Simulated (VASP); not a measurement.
# SbSe2 (P6mm) in VASP: a series of runs

SbSe2 is run at these levels: PBE; tasks: single point, relaxation of cell and atoms.

All numbers are computed with VASP 6.6.1; they aren't measurements. Logs are shortened: lines on timing, memory, paths and dates and some standing lists are left out, and cuts for length are marked.

## Step 1: The cell of the first run

The structure is hexagonal, space group P6mm (No. 183). Conventional cell: a = 4.167 Å, b = 4.167 Å, c = 3.952 Å, α = 90.00°, β = 90.00°, γ = 120.00°. Sb (site symmetry 6mm) has 6 Se at 2.46 Å within 3.3 Å. Se (site symmetry 3m) has 3 Se at 2.41 Å and 3 Sb at 2.46 Å within 3.2 Å.

## Step 2: Single point, PBE

INCAR

```
ALGO = Normal ; EDIFF = 1E-7
ENCUT = 520 ; GGA = PE
ISIF = 2 ; ISMEAR = 0
LASPH = T ; LCHARG = F
LREAL = F ; LWAVE = F
NBANDS = 16 ; NELM = 80
PREC = Accurate ; SIGMA = 0.1
```

KPOINTS

```
k-points
0
Gamma
  6 6 4
```

POSCAR

```
SbSe2
1.0
    4.1671725100      0.0000000000      0.0000000000
   -2.0835862600      3.6088772600      0.0000000000
    0.0000000000      0.0000000000      3.9523636400
Sb Se
1 2
Direct
    0.0000000000      0.0000000000      0.6974055800
    0.3333333300      0.6666666700      0.5626958700
    0.6666666700      0.3333333300      0.5626958700
```

Potentials or basis: VASP PAW PBE potentials, release 64 (Sb, Se).

Started as:

```bash
cat potpaw_PBE.64/Sb/POTCAR potpaw_PBE.64/Se/POTCAR > POTCAR
mpirun -np 1 vasp_std > vasp.out
```

OUTCAR:

```text
EDIFF = 1E-7
   ENCUT = 520
   GGA = PE
   ISIF = 2
   ISMEAR = 0
   LASPH = T
   LREAL = F
   NELM = 80
   PREC = Accurate

 ion  position               nearest neighbor table
   1  0.000  0.000  0.697-   2 2.46   3 2.46   3 2.46   2 2.46   3 2.46   2 2.46
   2  0.333  0.667  0.563-   3 2.41   3 2.41   3 2.41   1 2.46   1 2.46   1 2.46
   3  0.667  0.333  0.563-   2 2.41   2 2.41   2 2.41   1 2.46   1 2.46   1 2.46

  LATTYP: Found a hexagonal cell.
 ALAT       =     4.1671725100
 C/A-ratio  =     0.9484521292

  Lattice vectors:

 A1 = (   4.1671725100,   0.0000000000,   0.0000000000)
 A2 = (  -2.0835862600,   3.6088772600,   0.0000000000)
 A3 = (   0.0000000000,   0.0000000000,   3.9523636400)

Analysis of symmetry for initial positions (statically):
=====================================================================
 Subroutine PRICEL returns:
 Original cell was already a primitive cell.

 Routine SETGRP: Setting up the symmetry group for a
 hexagonal supercell.

 Subroutine GETGRP returns: Found 12 space group operations
 (whereof 12 operations were pure point group operations)
 out of a pool of 24 trial point group operations.

The static configuration has the point symmetry C_6v.

Analysis of symmetry for dynamics (positions and initial velocities):
=====================================================================
 Subroutine PRICEL returns:
 Original cell was already a primitive cell.

 Routine SETGRP: Setting up the symmetry group for a
 hexagonal supercell.

 Subroutine GETGRP returns: Found 12 space group operations
 (whereof 12 operations were pure point group operations)
 out of a pool of 24 trial point group operations.

The dynamic configuration has the point symmetry C_6v.

 Subroutine INISYM returns: Found 12 space group operations
 (whereof 12 operations are pure point group operations),
 and found     1 'primitive' translations

----------------------------------------------------------------------------------------

                                     Primitive cell

  volume of cell :      59.4389

  direct lattice vectors                    reciprocal lattice vectors
     4.167172510  0.000000000  0.000000000     0.239970867  0.138547245  0.000000000
    -2.083586260  3.608877260  0.000000000     0.000000000  0.277094489  0.000000000
     0.000000000  0.000000000  3.952363640     0.000000000  0.000000000  0.253013156

  length of vectors
     4.167172510  4.167172516  3.952363640     0.277094489  0.277094489  0.253013156

  position of ions in fractional coordinates (direct lattice)
     0.000000000  0.000000000  0.697405580
     0.333333330  0.666666670  0.562695870
     0.666666670  0.333333330  0.562695870

  ion indices of the primitive-cell ions
   primitive index   ion index
                 1           1
                 2           2
                 3           3

----------------------------------------------------------------------------------------

 KPOINTS: k-points

Automatic generation of k-mesh.
 Grid dimensions read from file:
 generate k-points for:    6    6    4

 Generating k-lattice:

  Cartesian coordinates                     Fractional coordinates (reciprocal lattice)
     0.039995144  0.023091207  0.000000000     0.166666667  0.000000000  0.000000000
     0.000000000  0.046182415  0.000000000     0.000000000  0.166666667  0.000000000
     0.000000000  0.000000000  0.063253289     0.000000000  0.000000000  0.250000000

  Length of vectors
     0.046182415  0.046182415  0.063253289

  Shift w.r.t. Gamma in fractional coordinates (k-lattice)
     0.000000000  0.000000000  0.000000000

 Subroutine IBZKPT returns following result:
 ===========================================

 Found     21 irreducible k-points:

 Following reciprocal coordinates:
            Coordinates               Weight
  0.000000  0.000000  0.000000      1.000000
  0.166667  0.000000  0.000000      6.000000
  0.333333  0.000000  0.000000      6.000000
  0.500000  0.000000  0.000000      3.000000
  0.166667  0.166667  0.000000      6.000000
  0.333333  0.166667  0.000000     12.000000
[... 13 lines left out ...]
  0.333333  0.166667  0.500000     12.000000
  0.333333  0.333333  0.500000      2.000000
   k-points           NKPTS =     21   k-points in BZ     NKDIM =     21   number of bands    NBANDS=     16
   number of dos      NEDOS =    301   number of ions     NIONS =      3
   total plane-waves  NPLWV =  30720
   dimension x,y,z NGX =    32 NGY =   32 NGZ =   30
   dimension x,y,z NGXF=    64 NGYF=   64 NGZF=   60
   ions per type =               1   2
   NGX,Y,Z   is equivalent  to a cutoff of  12.77, 12.77, 12.62 a.u.
   NGXF,Y,Z  is equivalent  to a cutoff of  25.53, 25.53, 25.24 a.u.
 SYSTEM =  unknown system
   PREC   = accura    normal or accurate (medium, high low for compatibility)
   ISTART =      0    job   : 0-new  1-cont  2-samecut
   ICHARG =      2    charge: 1-file 2-atom 10-const
   ISPIN  =      1    spin polarized calculation?
   LNONCOLLINEAR =      F non collinear calculations
   LSORBIT =      F    spin-orbit coupling
   LASPH  =      T    aspherical Exc in radial PAW
   ENCUT  =  520.0 eV  38.22 Ry    6.18 a.u.   7.75  7.75  7.35*2*pi/ulx,y,z
   NELM   =     80;   NELMIN=  2; NELMDL= -5     # of ELM steps
   EDIFF  = 0.1E-06   stopping-criterion for ELM
   LREAL  =      F    real-space projection
   EDIFFG = 0.1E-05   stopping-criterion for IOM
   NSW    =      0    number of steps for IOM
   IBRION =     -1    ionic relax: 0-MD 1-quasi-New 2-CG
   NFREE  =      0    steps in history (QN), initial steepest desc. (CG)
   ISIF   =      2    stress and relaxation
   ISYM   =      2    0-nonsym 1-usesym 2-fastsym
   POTIM  = 0.5000    time-step for ionic-motion
   TEBEG  =    0.0;   TEEND  =   0.0 temperature during run
   PSTRESS=    0.0 pullay stress
   NELECT =      17.0000    total number of electrons
   NUPDOWN=      -1.0000    fix difference up-down
   EMIN   =  10.00;   EMAX   =-10.00  energy-range for DOS
   EFERMI =   0.00;   METHOD = LEGACY
   ISMEAR =     0;   SIGMA  =   0.10  broadening in eV -4-tet -1-fermi 0-gaus
   EFERMI_NEDOS =   21; number of points for ismear=-14 and -15
   IALGO  =     38    algorithm
   IMIX   =      4    mixing-type and parameters
     AMIX     =   0.40;   BMIX     =  1.00
     AMIX_MAG =   1.60;   BMIX_MAG =  1.00
  volume/ion in A,a.u.               =      19.81       133.70
  Fermi-wavevector in a.u.,A,eV,Ry     =   1.078618  2.038292 15.829245  1.163417
  Thomas-Fermi vector in A             =   2.214561
   LORBIT       =      0    0 simple, 1 ext, 2 COOP (PROOUT), +10 PAW based schemes
   GGA     = PE    functional components
   LHFCALC =     F    Hartree Fock is set to
   AEXX    =    0.0000 exact exchange contribution
   IVDW    =     0    specifies the selected vdW correction
   LEPSILON=     F    determine dielectric tensor
   LRPA    =     F    only Hartree local field effects (RPA)
 non-spin polarized calculation
 Gauss-broadening in eV      SIGMA  =   0.10
  energy-cutoff  :      520.00
  volume of cell :       59.44
 maximum number of plane-waves:      1634
 NGX is ok and might be reduce to    32
   NGX = 15   NGY = 15   NGZ = 15

 number of electron      17.0000001 magnetization

 Free energy of the ion-electron system (eV)
  ---------------------------------------------------
  ext. energy  EPLUGINS =         0.00000000
  ---------------------------------------------------
  free energy    TOTEN  =        -4.55132848 eV

  energy without entropy =       -4.54593353  energy(sigma->0) =       -4.54863100

 E-fermi :   8.5013     XC(G=0): -10.4791

 val. band max:        8.4597274024   @ k =   0.3333   0.3333   0.0000
 cond. band min:       8.5100733331   @ k =   0.0000   0.0000   0.2500
 fundamental gap:      0.0503459306
 Fermi energy:         8.5012929021

 k-point     1 :       0.0000    0.0000    0.0000
  band No.  band energies     occupation
      1     -11.0600      2.00000
      2      -2.1992      2.00000
      3       0.9599      2.00000
      4       0.9599      2.00000
      5       1.3835      2.00000
      6       2.5125      2.00000
[... 8 lines left out ...]
     15      16.3663      0.00000
     16      19.3572      0.00000

 k-point     2 :       0.1667    0.0000    0.0000
  band No.  band energies     occupation
      1     -10.7523      2.00000
      2      -3.5864      2.00000
      3      -0.3061      2.00000
      4      -0.1527      2.00000
      5       2.0879      2.00000
      6       3.3452      2.00000
[... 8 lines left out ...]
     15      17.4366      0.00000
     16      17.7585      0.00000

 k-point     3 :       0.3333    0.0000    0.0000
  band No.  band energies     occupation
      1      -9.8520      2.00000
      2      -5.9167      2.00000
      3      -1.4171      2.00000
      4      -1.1629      2.00000
      5       3.3075      2.00000
      6       5.5636      2.00000
[... 8 lines left out ...]
     15      15.3564      0.00000
     16      17.1790      0.00000

 k-point     4 :       0.5000    0.0000    0.0000
  band No.  band energies     occupation
      1      -8.8289      2.00000
      2      -7.4926      2.00000
      3      -1.7585      2.00000
      4      -1.5128      2.00000
      5       4.3293      2.00000
      6       5.5246      2.00000
[... 8 lines left out ...]
     15      14.9558      0.00000
     16      16.7035      0.00000
[... 267 lines left out ...]
 k-point    19 :       0.1667    0.1667    0.5000
  band No.  band energies     occupation
      1      -9.9645      2.00000
      2      -4.9249      2.00000
      3      -2.5081      2.00000
      4       0.8869      2.00000
      5       1.9394      2.00000
      6       3.1242      2.00000
[... 8 lines left out ...]
     15      17.9384      0.00000
     16      18.7679      0.00000

 k-point    20 :       0.3333    0.1667    0.5000
  band No.  band energies     occupation
      1      -8.8440      2.00000
      2      -6.7419      2.00000
      3      -3.6567      2.00000
      4       1.5272      2.00000
      5       2.4354      2.00000
      6       4.2911      2.00000
[... 8 lines left out ...]
     15      18.6889      0.00000
     16      19.9166      0.00000

 k-point    21 :       0.3333    0.3333    0.5000
  band No.  band energies     occupation
      1      -7.7039      2.00000
      2      -7.7039      2.00000
      3      -4.7831      2.00000
      4       3.4405      2.00000
      5       3.4405      2.00000
      6       4.1715      2.00000
[... 8 lines left out ...]
     15      17.3026      0.00000
     16      19.5923      0.00000

------------------------ aborting loop because EDIFF is reached ----------------------------------------

  FORCE on cell =-STRESS in cart. coord.  units (eV):
  Direction    XX          YY          ZZ          XY          YZ          ZX
  --------------------------------------------------------------------------------------
  -------------------------------------------------------------------------------------
  Total       35.4485497     35.4485498      3.2244893     -0.0000000     -0.0000000     -0.0000000
  in kB      955.5173293    955.5173316     86.9162600     -0.0000013     -0.0000000     -0.0000000
  external PRESSURE =     665.9836403 kB  Pullay stress =       0.0000000 kB

 VOLUME and BASIS-vectors are now :
 -----------------------------------------------------------------------------
  energy-cutoff  :      520.00
  volume of cell :       59.44
      direct lattice vectors                 reciprocal lattice vectors
     4.167172510  0.000000000  0.000000000     0.239970867  0.138547245  0.000000000
    -2.083586260  3.608877260  0.000000000     0.000000000  0.277094489  0.000000000
     0.000000000  0.000000000  3.952363640     0.000000000  0.000000000  0.253013156

 POSITION                                       TOTAL-FORCE (eV/Angst)
 -----------------------------------------------------------------------------------
      0.00000      0.00000      2.75640         0.000000      0.000000      5.660482
     -0.00000      2.40592      2.22398         0.000000     -0.000000     -2.830241
      2.08359      1.20296      2.22398        -0.000000      0.000000     -2.830241
 -----------------------------------------------------------------------------------
    total drift:                               -0.000000     -0.000000     -0.000353

  FREE ENERGIE OF THE ION-ELECTRON SYSTEM (eV)
  ---------------------------------------------------
  free  energy   TOTEN  =        -4.5513284783 eV

  energy  without entropy=       -4.5459335255  energy(sigma->0) =       -4.54863100
```

It took 11 s on 1 thread of AMD EPYC 9R45 (Zen 5), shared host; peak memory 0.15 GiB.

What came out:

| Quantity | Value |
| --- | --- |
| Free energy | -4.5513 eV |
| Pressure | 66.6 GPa |
| Largest force | 5.660 eV/Å |

Forces on the atoms (eV/Å):
```
Sb   0.000  0.000  5.660
Se   0.000  0.000 -2.830
Se   0.000  0.000 -2.830
```

Stress tensor (GPa, compression positive):
```
95.55  0.00  0.00
 0.00 95.55  0.00
 0.00  0.00  8.69
```

Levels at points of the mesh, in eV from the Fermi level:
| k point | band 7 | band 8 | band 9 | band 10 | band 11 | band 12 |
| --- | --- | --- | --- | --- | --- | --- |
| (0.00, 0.00, 0.00) | -5.99 | -4.61 | -0.31 | 0.62 | 5.83 | 7.79 |
| (0.50, 0.00, 0.00) | -0.54 | 0.11 | 1.29 | 1.89 | 2.36 | 3.13 |
| (0.00, 0.00, 0.50) | -5.77 | -4.47 | -0.52 | 1.00 | 5.28 | 5.28 |
| (0.50, 0.00, 0.50) | -1.36 | 0.26 | 1.30 | 1.41 | 1.66 | 4.32 |

Caveat: the k points lie up to 0.40 Å⁻¹ apart; spin-orbit coupling is left out, which moves the levels of the heavy elements; this functional lacks dispersion, which binds the layers, so the pressure and a relaxed spacing across them are unreliable; forces of over 1 eV/Å act on the atoms, so gaps and moduli don't describe the material at rest.

## Step 3: Single point, PBE

This run uses another cell than the first one, of 25.85 Å³/atom, 1.305 times its volume.

INCAR

```
SYSTEM = SbSe2
ALGO = Normal ; EDIFF = 1E-6
ENCUT = 520 ; GGA = PE
ISIF = 2 ; ISMEAR = 0
LASPH = .TRUE. ; LCHARG = .FALSE.
LREAL = .FALSE. ; LWAVE = .FALSE.
NBANDS = 16 ; NELM = 60
PREC = Accurate ; SIGMA = 0.1
```

KPOINTS

```
k-points
0
G
  6 6 4
  0 0 0
```

POSCAR

```
SbSe2
1.0
    4.8983000067      0.0000000034      0.0000000000
   -2.4491500063      4.2420522395      0.0000000000
    0.0000000000      0.0000000000      3.7322728018
Sb Se
1 2
Direct
    0.0000000000      0.0000000000      0.7845285681
    0.3333333333      0.6666666667      0.5191343760
    0.6666666667      0.3333333333      0.5191343760
```

Potentials or basis: VASP PAW PBE potentials, release 64 (Sb, Se).

Started as:

```bash
cat potpaw_PBE.64/Sb/POTCAR potpaw_PBE.64/Se/POTCAR > POTCAR
mpirun -np 1 vasp_std > vasp.out
```

Wall time 11 s (1 thread of AMD EPYC 9R45 (Zen 5), shared host); peak memory 0.16 GiB.

The run converged. Its results:

* Free energy: -10.2588 eV
* Pressure: 0.0 GPa
* Largest force: 0.005 eV/Å

Forces in eV/Å, atoms in the order of the input:
```
Sb   0.000  0.000 -0.005
Se   0.000  0.000  0.002
Se   0.000  0.000  0.002
```

Levels at points of the mesh, in eV from the Fermi level:
| k point | band 6 | band 7 | band 8 | band 9 | band 10 | band 11 |
| --- | --- | --- | --- | --- | --- | --- |
| (0.00, 0.00, 0.00) | -3.46 | -3.46 | -1.88 | 0.83 | 0.97 | 4.55 |
| (0.50, 0.00, 0.00) | -1.79 | -0.64 | -0.28 | 0.84 | 1.69 | 1.91 |
| (0.00, 0.00, 0.50) | -3.82 | -2.64 | -2.64 | -1.12 | -0.95 | 2.50 |
| (0.50, 0.00, 0.50) | -4.19 | -2.11 | -0.25 | 0.33 | 0.61 | 1.16 |

Caveat: the k points lie up to 0.42 Å⁻¹ apart; spin-orbit coupling is left out, which moves the levels of the heavy elements.

(Part 1 of 3 ends here.)
